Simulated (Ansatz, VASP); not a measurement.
## SbSeBr3: VASP beside Ansatz

The input INCAR:

```
SYSTEM = SbSeBr3
ALGO     = Normal         ! electronic algorithm
EDIFF    = 1E-6           ! SCF threshold, eV
ENCUT    = 520            ! plane-wave cutoff, eV
GGA      = PE             ! functional
ISIF     = 2              ! what is computed and relaxed
ISMEAR   = 0              ! smearing method
LASPH    = .TRUE.         ! aspherical terms in the spheres
LCHARG   = .TRUE.         ! write CHGCAR
LELF     = .TRUE.         ! ELF
LREAL    = .FALSE.        ! projectors in reciprocal space
LVHAR    = .TRUE.       
LWAVE    = .FALSE.        ! write WAVECAR
NBANDS   = 24             ! bands
NELM     = 100            ! most SCF steps
PREC     = Accurate       ! precision mode
SIGMA    = 0.1            ! smearing width, eV
```

The input KPOINTS:

```
k-points
0
G
  4 4 4
  0 0 0
```

POSCAR

```
SbSeBr3
1.0
    5.5591348400      0.0000000000      0.0000000000
    0.0000000000      5.5591348400      0.0000000000
    0.0000000000      0.0000000000      5.5591348400
Sb Se Br
1 1 3
Direct
    0.5000000000      0.5000000000      0.5000000000
    0.0000000000      0.0000000000      0.0000000000
    0.0000000000      0.5000000000      0.5000000000
    0.5000000000      0.0000000000      0.5000000000
    0.5000000000      0.5000000000      0.0000000000
```

Input for Ansatz:

```yaml
crystal:
  lattice:
    - [5.55913484, 0.0, 0.0]
    - [0.0, 5.55913484, 0.0]
    - [0.0, 0.0, 5.55913484]
  atoms:
    - { symbol: Sb, position: [0.5, 0.5, 0.5] }
    - { symbol: Se, position: [0.0, 0.0, 0.0] }
    - { symbol: Br, position: [0.0, 0.5, 0.5] }
    - { symbol: Br, position: [0.5, 0.0, 0.5] }
    - { symbol: Br, position: [0.5, 0.5, 0.0] }
basis:
  ecutwfc: 420
kpoints:
  mp_grid: { grid: [4, 4, 4] }
hamiltonian:
  xc: pbe
scf:
  occupations: { method: gaussian, width: 0.1 }
  lower_state_search: "off"
output:
  forces: true
  stress: true
  eigenvalues: true
```

Alike in both runs: task single point; functional PBE; k mesh 4 × 4 × 4; occupations gaussian, width 0.1 eV; no spin polarisation.

|  | VASP | Ansatz |
| --- | --- | --- |
| version | VASP 6.6.1 | Ansatz 0.2.0 |
| potentials or method | VASP PAW PBE potentials, release 64 (Sb, Se, Br), cutoff 520 eV | scalar-relativistic, plane waves, PAW |
| valence electrons in the cell | 32 | 52 |

```csv
,VASP,Ansatz,Ansatz less VASP
gap on the k mesh at the Fermi level (eV),none,none,-
pressure (GPa),0.4,0.5,+0.07
```

A gap of «none» marks a metal or a gap that the smearing closes. The functional is the same, so the differences come from potentials, cutoffs and numerics. VASP's potentials hold 32 valence electrons a cell and Ansatz's 52, so a difference there can come from the potentials and not from the codes.

Spin-orbit coupling is off throughout.
